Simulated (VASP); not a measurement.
# Ta (P6_3/mmc) in VASP: notebook

The runs below take Ta through single point, relaxation of cell and atoms, with PBE.

All numbers are computed with VASP 6.6.1; they aren't measurements. Logs are shortened: lines on timing, memory, paths and dates and some standing lists are left out, and cuts for length are marked.

### 1 The cell of the first run

The structure is hexagonal, space group P6_3/mmc (No. 194). The conventional cell has a = 2.900 Å, b = 2.900 Å, c = 5.143 Å, α = 90.00°, β = 90.00°, γ = 120.00°. Within 3.8 Å of Ta (site symmetry -6m2) lie 12 Ta at 2.90 to 3.07 Å.

This isn't the form of Ta at room conditions, which is bcc.

### 2 Single point, PBE

Contents of INCAR:

```
SYSTEM = Ta
ALGO = Fast ; EDIFF = 1E-6
ENCUT = 520 ; GGA = PE
ISIF = 2 ; ISMEAR = 0
LASPH = .TRUE. ; LCHARG = .TRUE.
LELF = .TRUE. ; LREAL = .FALSE.
LVHAR = .TRUE. ; LWAVE = .FALSE.
NBANDS = 18 ; NELM = 100
PREC = Accurate ; SIGMA = 0.1
```

Contents of KPOINTS:

```
k-points
0
G
  18 18 10
  0 0 0
```

Contents of POSCAR:

```
Ta
1.0
    2.9002948622      0.0000000000      0.0000000000
   -1.4501474311      2.5117290291      0.0000000000
    0.0000000000      0.0000000000      5.1425298927
Ta
2
Direct
    0.0000000000      0.0000000000      0.0000000000
    0.3333333333      0.6666666667      0.5000000000
```

Potentials or basis: VASP PAW PBE potentials, release 64 (Ta_pv).

Command:

```bash
> cat potpaw_PBE.64/Ta_pv/POTCAR > POTCAR
> mpirun -np 1 vasp_std > vasp.out
```

OUTCAR:

```text
SYSTEM = Ta
   EDIFF = 1E-6
   ENCUT = 520
   GGA = PE
   ISIF = 2
   ISMEAR = 0
   LASPH = .TRUE.
   LREAL = .FALSE.
   NELM = 100
   PREC = Accurate

 ion  position               nearest neighbor table
   1  0.000  0.000  0.000-   2 3.07   2 3.07   2 3.07   2 3.07   2 3.07   2 3.07
   2  0.333  0.667  0.500-   1 3.07   1 3.07   1 3.07   1 3.07   1 3.07   1 3.07

  LATTYP: Found a hexagonal cell.
 ALAT       =     2.9002948622
 C/A-ratio  =     1.7731058865

  Lattice vectors:

 A1 = (   2.9002948622,   0.0000000000,   0.0000000000)
 A2 = (  -1.4501474311,   2.5117290291,   0.0000000000)
 A3 = (   0.0000000000,   0.0000000000,   5.1425298927)

Analysis of symmetry for initial positions (statically):
=====================================================================
 Subroutine PRICEL returns:
 Original cell was already a primitive cell.

 Routine SETGRP: Setting up the symmetry group for a
 hexagonal supercell.

 Subroutine GETGRP returns: Found 24 space group operations
 (whereof 12 operations were pure point group operations)
 out of a pool of 24 trial point group operations.

The static configuration has the point symmetry D_3h.
 The point group associated with its full space group is D_6h.

Analysis of symmetry for dynamics (positions and initial velocities):
=====================================================================
 Subroutine PRICEL returns:
 Original cell was already a primitive cell.

 Routine SETGRP: Setting up the symmetry group for a
 hexagonal supercell.

 Subroutine GETGRP returns: Found 24 space group operations
 (whereof 12 operations were pure point group operations)
 out of a pool of 24 trial point group operations.

The dynamic configuration has the point symmetry D_3h.
 The point group associated with its full space group is D_6h.

 Subroutine INISYM returns: Found 24 space group operations
 (whereof 12 operations are pure point group operations),
 and found     1 'primitive' translations

----------------------------------------------------------------------------------------

                                     Primitive cell

  volume of cell :      37.4621

  direct lattice vectors                    reciprocal lattice vectors
     2.900294862  0.000000000  0.000000000     0.344792529  0.199066059  0.000000000
    -1.450147431  2.511729029  0.000000000     0.000000000  0.398132119  0.000000000
     0.000000000  0.000000000  5.142529893     0.000000000  0.000000000  0.194456818

  length of vectors
     2.900294862  2.900294862  5.142529893     0.398132119  0.398132119  0.194456818

  position of ions in fractional coordinates (direct lattice)
     0.000000000  0.000000000  0.000000000
     0.333333333  0.666666667  0.500000000

  ion indices of the primitive-cell ions
   primitive index   ion index
                 1           1
                 2           2

----------------------------------------------------------------------------------------

 KPOINTS: k-points

Automatic generation of k-mesh.
 Grid dimensions read from file:
 generate k-points for:   18   18   10

 Generating k-lattice:

  Cartesian coordinates                     Fractional coordinates (reciprocal lattice)
     0.019155140  0.011059226  0.000000000     0.055555556 -0.000000000  0.000000000
     0.000000000  0.022118451  0.000000000     0.000000000  0.055555556  0.000000000
     0.000000000  0.000000000  0.019445682     0.000000000  0.000000000  0.100000000

  Length of vectors
     0.022118451  0.022118451  0.019445682

  Shift w.r.t. Gamma in fractional coordinates (k-lattice)
     0.000000000  0.000000000  0.000000000

 Subroutine IBZKPT returns following result:
 ===========================================

 Found    222 irreducible k-points:

 Following reciprocal coordinates:
            Coordinates               Weight
  0.000000  0.000000  0.000000      1.000000
  0.055556  0.000000  0.000000      6.000000
  0.111111  0.000000  0.000000      6.000000
  0.166667  0.000000  0.000000      6.000000
  0.222222  0.000000  0.000000      6.000000
  0.277778 -0.000000  0.000000      6.000000
[... 16 lines left out ...]
  0.333333  0.111111  0.000000     12.000000
  0.388889  0.111111  0.000000     12.000000
 [... further k-points ...]
   k-points           NKPTS =    222   k-points in BZ     NKDIM =    222   number of bands    NBANDS=     18
   number of dos      NEDOS =    301   number of ions     NIONS =      2
   total plane-waves  NPLWV =  23040
   dimension x,y,z NGX =    24 NGY =   24 NGZ =   40
   dimension x,y,z NGXF=    48 NGYF=   48 NGZF=   80
   ions per type =               2
   NGX,Y,Z   is equivalent  to a cutoff of  13.76, 13.76, 12.93 a.u.
   NGXF,Y,Z  is equivalent  to a cutoff of  27.51, 27.51, 25.86 a.u.
 SYSTEM =  Ta
   PREC   = accura    normal or accurate (medium, high low for compatibility)
   ISTART =      0    job   : 0-new  1-cont  2-samecut
   ICHARG =      2    charge: 1-file 2-atom 10-const
   ISPIN  =      1    spin polarized calculation?
   LNONCOLLINEAR =      F non collinear calculations
   LSORBIT =      F    spin-orbit coupling
   LASPH  =      T    aspherical Exc in radial PAW
   ENCUT  =  520.0 eV  38.22 Ry    6.18 a.u.   5.39  5.39  9.56*2*pi/ulx,y,z
   NELM   =    100;   NELMIN=  2; NELMDL= -5     # of ELM steps
   EDIFF  = 0.1E-05   stopping-criterion for ELM
   LREAL  =      F    real-space projection
   EDIFFG = 0.1E-04   stopping-criterion for IOM
   NSW    =      0    number of steps for IOM
   IBRION =     -1    ionic relax: 0-MD 1-quasi-New 2-CG
   NFREE  =      0    steps in history (QN), initial steepest desc. (CG)
   ISIF   =      2    stress and relaxation
   ISYM   =      2    0-nonsym 1-usesym 2-fastsym
   POTIM  = 0.5000    time-step for ionic-motion
   TEBEG  =    0.0;   TEEND  =   0.0 temperature during run
   PSTRESS=    0.0 pullay stress
   NELECT =      22.0000    total number of electrons
   NUPDOWN=      -1.0000    fix difference up-down
   EMIN   =  10.00;   EMAX   =-10.00  energy-range for DOS
   EFERMI =   0.00;   METHOD = LEGACY
   ISMEAR =     0;   SIGMA  =   0.10  broadening in eV -4-tet -1-fermi 0-gaus
   EFERMI_NEDOS =   21; number of points for ismear=-14 and -15
   IALGO  =     68    algorithm
   IMIX   =      4    mixing-type and parameters
     AMIX     =   0.40;   BMIX     =  1.00
     AMIX_MAG =   1.60;   BMIX_MAG =  1.00
  volume/ion in A,a.u.               =      18.73       126.40
  Fermi-wavevector in a.u.,A,eV,Ry     =   1.370940  2.590701 25.571833  1.879477
  Thomas-Fermi vector in A             =   2.496681
   LORBIT       =      0    0 simple, 1 ext, 2 COOP (PROOUT), +10 PAW based schemes
   GGA     = PE    functional components
   LHFCALC =     F    Hartree Fock is set to
   AEXX    =    0.0000 exact exchange contribution
   IVDW    =     0    specifies the selected vdW correction
   LEPSILON=     F    determine dielectric tensor
   LRPA    =     F    only Hartree local field effects (RPA)
 non-spin polarized calculation
 RMM-DIIS sequential band-by-band and
 Gauss-broadening in eV      SIGMA  =   0.10
  energy-cutoff  :      520.00
  volume of cell :       37.46
 maximum number of plane-waves:      1039
 NGX is ok and might be reduce to    24
   NGX = 11   NGY = 11   NGZ = 19

 number of electron      22.0000003 magnetization

 Free energy of the ion-electron system (eV)
  ---------------------------------------------------
  ext. energy  EPLUGINS =         0.00000000
  ---------------------------------------------------
  free energy    TOTEN  =       -23.07323192 eV

  energy without entropy =      -23.06063974  energy(sigma->0) =      -23.06693583

 E-fermi :   5.5930     XC(G=0): -12.4067

 val. band max:        5.5858155811   @ k =   0.2222   0.2222   0.0000
 cond. band min:       5.5958964511   @ k =   0.1667   0.0556   0.4000
 fundamental gap:      0.0100808699
 Fermi energy:         5.5929895134

 k-point     1 :       0.0000    0.0000    0.0000
  band No.  band energies     occupation
      1     -28.9616      2.00000
      2     -28.1292      2.00000
      3     -28.0264      2.00000
      4     -28.0264      2.00000
      5     -27.9413      2.00000
      6     -27.9413      2.00000
[... 10 lines left out ...]
     17      10.7429      0.00000
     18      10.7429      0.00000

 k-point     2 :       0.0556    0.0000    0.0000
  band No.  band energies     occupation
      1     -28.9516      2.00000
      2     -28.1304      2.00000
      3     -28.0585      2.00000
      4     -28.0352      2.00000
      5     -27.9743      2.00000
      6     -27.9472      2.00000
[... 10 lines left out ...]
     17      10.7962      0.00000
     18      11.0111      0.00000

 k-point     3 :       0.1111    0.0000    0.0000
  band No.  band energies     occupation
      1     -28.9224      2.00000
      2     -28.1505      2.00000
      3     -28.1344      2.00000
      4     -28.0678      2.00000
      5     -28.0602      2.00000
      6     -27.9642      2.00000
[... 10 lines left out ...]
     17      10.9170      0.00000
     18      11.6556      0.00000

 k-point     4 :       0.1667    0.0000    0.0000
  band No.  band energies     occupation
      1     -28.8760      2.00000
      2     -28.2903      2.00000
      3     -28.2076      2.00000
      4     -28.1420      2.00000
      5     -28.0976      2.00000
      6     -27.9907      2.00000
[... 375 lines left out ...]
      4     -28.2833      2.00000
      5     -28.2046      2.00000
      6     -28.1598      2.00000
[... 10 lines left out ...]
     17      11.0187      0.00000
     18      13.6808      0.00000

 k-point    23 :       0.3333    0.1111    0.0000
  band No.  band energies     occupation
      1     -28.9074      2.00000
      2     -28.8084      2.00000
      3     -28.5862      2.00000
      4     -28.3305      2.00000
      5     -28.2348      2.00000
      6     -28.1942      2.00000
[... 10 lines left out ...]
     17      12.0667      0.00000
     18      14.1543      0.00000

 k-point    24 :       0.3889    0.1111    0.0000
  band No.  band energies     occupation
      1     -28.9836      2.00000
      2     -28.8735      2.00000
      3     -28.5330      2.00000
      4     -28.3610      2.00000
      5     -28.2638      2.00000
      6     -28.2165      2.00000
[... 10 lines left out ...]
     17      12.9341      0.00000
     18      14.6326      0.00000

 [... further k-points ...]

------------------------ aborting loop because EDIFF is reached ----------------------------------------

  FORCE on cell =-STRESS in cart. coord.  units (eV):
  Direction    XX          YY          ZZ          XY          YZ          ZX
  --------------------------------------------------------------------------------------
  -------------------------------------------------------------------------------------
  Total        0.0209806      0.0209806      0.0301356      0.0000000      0.0000000     -0.0000000
  in kB        0.8972969      0.8972969      1.2888374      0.0000000      0.0000000     -0.0000000
  external PRESSURE =       1.0278104 kB  Pullay stress =       0.0000000 kB

 VOLUME and BASIS-vectors are now :
 -----------------------------------------------------------------------------
  energy-cutoff  :      520.00
  volume of cell :       37.46
      direct lattice vectors                 reciprocal lattice vectors
     2.900294862  0.000000000  0.000000000     0.344792529  0.199066059  0.000000000
    -1.450147431  2.511729029  0.000000000     0.000000000  0.398132119  0.000000000
     0.000000000  0.000000000  5.142529893     0.000000000  0.000000000  0.194456818

 POSITION                                       TOTAL-FORCE (eV/Angst)
 -----------------------------------------------------------------------------------
      0.00000      0.00000      0.00000         0.000000     -0.000000      0.000000
     -0.00000      1.67449      2.57126         0.000000      0.000000      0.000000
 -----------------------------------------------------------------------------------
    total drift:                                0.000000     -0.000000     -0.000000

  FREE ENERGIE OF THE ION-ELECTRON SYSTEM (eV)
  ---------------------------------------------------
  free  energy   TOTEN  =       -23.0732319221 eV

  energy  without entropy=      -23.0606397415  energy(sigma->0) =      -23.06693583
```

Run time: 45 s. Hardware: 1 thread of Intel Xeon 6975P-C (Granite Rapids), shared host; peak memory 0.24 GiB.

Results:

```yaml
Free_energy: -23.0732 eV
Pressure: 0.1 GPa
Band_gap_on_the_k_mesh: zero (bands 11 and 12 overlap by 2.19 eV)
```

Levels at points of the mesh, in eV from the Fermi level:
| k point | band 9 | band 10 | band 11 | band 12 | band 13 | band 14 |
| --- | --- | --- | --- | --- | --- | --- |
| (0.00, 0.00, 0.00) | -0.51 | -0.07 | 0.61 | 0.61 | 1.18 | 1.18 |
| (0.50, 0.00, 0.00) | -3.32 | -0.47 | -0.33 | 0.53 | 0.84 | 5.58 |
| (0.00, 0.00, 0.50) | -1.14 | -1.14 | 0.65 | 0.65 | 0.65 | 0.65 |
| (0.50, 0.00, 0.50) | -2.27 | -2.27 | 1.49 | 1.49 | 2.60 | 2.60 |

Caveat: spin-orbit coupling is left out, which moves the levels of the heavy elements.

### 3 Relaxation of cell and atoms, PBE

This run uses another cell than the first one, of 18.01 Å³/atom.

Contents of INCAR:

```
SYSTEM = Ta
  PREC = Accurate
  ENCUT = 600
  EDIFF = 1E-6
  ISMEAR = 0
  SIGMA = 0.1
  LREAL = .FALSE.
  LASPH = .TRUE.
  NELM = 80
  ALGO = Fast
  ISIF = 3
  LWAVE = .FALSE.
  LCHARG = .FALSE.
  GGA = PE
  IBRION = 2
  NSW = 100
  EDIFFG = -0.005
```

Contents of KPOINTS:

```
regular mesh
0
G
  18 18 10
  0 0 0
```

Contents of POSCAR:

```
Ta
1.0
    2.9422460000      0.0000000000      0.0000000000
   -1.4711230000      2.5480600000      0.0000000000
    0.0000000000      0.0000000000      4.8046680000
Ta
2
Direct
    0.0000000000      0.0000000000      0.0000000000
    0.3333333300      0.6666666700      0.5000000000
```

Potentials or basis: VASP PAW PBE potentials, release 64 (Ta_pv).

Command:

```bash
> cat potpaw_PBE.64/Ta_pv/POTCAR > POTCAR
> mpirun -np 1 vasp_std > vasp.out
```

Run time: 5.3 min. Hardware: 1 thread of Intel Xeon 6975P-C (Granite Rapids), shared host; peak memory 0.27 GiB.

It converged, with:

```yaml
Free_energy: -23.0734 eV
Relaxed_volume: 18.74 Å³/atom
Relaxed_cell: a = 2.901 Å, b = 2.901 Å, c = 5.144 Å, α = 90.00°, β = 90.00°, γ = 120.00°
Space_group_after_relaxing_to_0.1_Å: P6_3/mmc (No. 194)
Energy_gained_by_relaxing: 59.6 meV/atom
Ionic_steps: 14
Pressure_after_relaxing: 0.0 GPa
Band_gap_on_the_k_mesh: zero (bands 11 and 12 overlap by 2.19 eV)
```

The path:
```tsv
step	energy change (eV)	largest force (eV/Å)	pressure (GPa)	volume (Å³)
1	0.0000	0.0000	8.01	36.02
2	0.0488	0.0000	-14.10	40.87
3	-0.0715	0.0000	-3.05	38.06
4	-0.1184	0.0000	-0.62	37.62
5	-0.1187	0.0000	-0.85	37.65
6	-0.1187	0.0000	-0.87	37.66
7	-0.1179	0.0000	1.49	37.20
8	-0.1192	0.0000	-0.05	37.48
9	-0.1192	0.0000	0.02	37.47
10	-0.1192	0.0000	0.04	37.47
11	-0.1192	0.0000	-0.03	37.49
12	-0.1192	0.0000	-0.05	37.49
13	-0.1192	0.0000	0.09	37.47
14	-0.1192	0.0000	0.04	37.48
```

Final structure:
```xyz
2
Lattice="2.9006 0.0000 0.0000 -1.4503 2.5120 0.0000 0.0000 0.0000 5.1442" Properties=species:S:1:pos:R:3 pbc="T T T"
Ta    0.0000    0.0000    0.0000
Ta    0.0000    1.6747    2.5721
```

Levels at points of the mesh, in eV from the Fermi level:
```csv
k point,band 8,band 9,band 10,band 11,band 12,band 13,band 14,band 15
"(0.00, 0.00, 0.00)",-4.89,-0.51,-0.08,0.61,0.61,1.18,1.18,2.95
"(0.50, 0.00, 0.00)",-3.83,-3.32,-0.47,-0.33,0.53,0.84,5.58,6.42
"(0.00, 0.00, 0.50)",-6.34,-1.14,-1.14,0.65,0.65,0.65,0.65,4.42
"(0.50, 0.00, 0.50)",-4.32,-2.27,-2.27,1.49,1.49,2.60,2.60,5.56
```

Caveat: spin-orbit coupling is left out, which moves the levels of the heavy elements.

(Part 1 of 2 ends here.)
